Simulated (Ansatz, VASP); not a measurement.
# Two plane-wave programs on Zr2N

```xyz
6
Lattice="4.8413 0.0000 0.0000 0.0000 4.8413 0.0000 0.0000 0.0000 3.8815" Properties=species:S:1:pos:R:3 pbc="T T T"
Zr    1.4059    1.4059    0.0000
Zr    3.4354    3.4354    0.0000
Zr    3.8265    1.0147    1.9407
Zr    1.0147    3.8265    1.9407
N     0.0000    0.0000    0.0000
N     2.4206    2.4206    1.9407
```

Alike in both runs: functional r2SCAN; k mesh 1 × 1 × 1; occupations gaussian, width 0.1 eV; no spin polarisation.

Ansatz relaxed the structure, and its values are those at the end. VASP's run is a single point on that final structure, the one shown.

```csv
,VASP,Ansatz
version,VASP 6.6.1,Ansatz 0.2.0
potentials or method,"VASP PAW PBE potentials, release 64 (Zr_sv, N), cutoff 520 eV","scalar-relativistic, plane waves, PAW"
valence electrons in the cell,58,58
```

```tsv
	VASP	Ansatz	Ansatz less VASP
gap on the k mesh at the Fermi level (eV)	0.75	0.76	+0.009
least direct gap on the mesh (eV)	0.75	0.76	+0.009
pressure (GPa)	0.3	0.0	-0.26
rms of the force components (eV/Å)	0.020	0.000	-0.0194
```

VASP's potentials were made for PBE, not for r2SCAN.

The k mesh is coarse, so the values compare programs but aren't converged.
